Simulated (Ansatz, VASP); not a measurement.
**Two plane-wave programs on AlN**

File INCAR:

```
PREC     = Accurate       # precision mode
ENCUT    = 520            # plane-wave cutoff, eV
EDIFF    = 1E-7           # SCF threshold, eV
ISMEAR   = -1             # smearing method
SIGMA    = 0.1206         # smearing width, eV
LREAL    = F              # projectors in reciprocal space
LASPH    = T              # aspherical terms in the spheres
NELM     = 150            # most SCF steps
ALGO     = Normal         # electronic algorithm
ISIF     = 2              # what is computed and relaxed
LWAVE    = F              # write WAVECAR
LCHARG   = T              # write CHGCAR
MAGMOM   = 0 0 0 0 0 0    # initial moments
LORBIT   = 11             # projections on sites
LSORBIT  = T              # spin-orbit coupling
GGA_COMPAT= F            
LORBMOM  = T            
GGA      = PE             # functional
LVHAR    = T            
NBANDS   = 20             # bands
```

File KPOINTS:

```
regular mesh
0
Gamma
  12 12 12
```

POSCAR

```
AlN
1.0
    0.0000000000      2.0036396700      2.0036396700
    2.0036396700      0.0000000000      2.0036396700
    2.0036396700      2.0036396700      0.0000000000
N Al
1 1
Direct
    0.5000000000      0.5000000000      0.5000000000
    0.0000000000      0.0000000000      0.0000000000
```

Input for Ansatz:

```yaml
crystal:
  lattice:
    - [0.0, 2.00363967, 2.00363967]
    - [2.00363967, 0.0, 2.00363967]
    - [2.00363967, 2.00363967, 0.0]
  atoms:
    - { symbol: "N", position: [0.5, 0.5, 0.5] }
    - { symbol: Al, position: [0.0, 0.0, 0.0] }
  symmetry: { tolerance: 0.0003 }
kpoints:
  mp_grid: { grid: [12, 12, 12], shift: [0, 0, 0] }
  band_path:
    path:
      - [0.0, 0.0, 0.0]
      - [0.5, 0.0, 0.5]
      - [0.625, 0.25, 0.625]
      - [0.375, 0.375, 0.75]
      - [0.0, 0.0, 0.0]
      - [0.5, 0.5, 0.5]
      - [0.5, 0.25, 0.75]
      - [0.5, 0.0, 0.5]
    npoints: 10
magnetization:
  noncollinear: true
  spin_orbit: true
scf:
  occupations: { method: fermi_dirac, width: 0.1206 }
  lower_state_search: "off"
  max_iter: 200
hamiltonian:
  pseudopotentials: { kind: paw_fr }
  xc: pbe
basis:
  ecutwfc: 420
  fft_grid_basis: typed
output:
  forces: true
  stress: true
  eigenvalues: true
  bader: true
  populations: true
  elf: true
  write_potential: true
  volumetric_format: npy
  dos:
    e_range: [-12, 8]
    de: 0.05
    projected: { site_lists: { Al: [Al], "N": ["N"] } }
    method: { smearing: { sigma: 0.1, scheme: gaussian } }
checkpoint:
  read: saved_state
```

Alike in both runs: task single point; functional PBE; k mesh 12 × 12 × 12; occupations fermi-dirac, width 0.1206 eV; non-collinear spin, spin-orbit coupling.

|  | VASP | Ansatz |
| --- | --- | --- |
| version | VASP 6.6.1 | Ansatz 0.2.0 |
| potentials or method | VASP PAW PBE potentials, release 64 (N, Al), cutoff 520 eV | PAW plane waves |
| valence electrons in the cell | 8 | 8 |

```csv
,VASP,Ansatz,Ansatz less VASP
pressure (GPa),12.7,13.0,+0.31
net moment per atom (μB),0.00,0.00,0.000
```
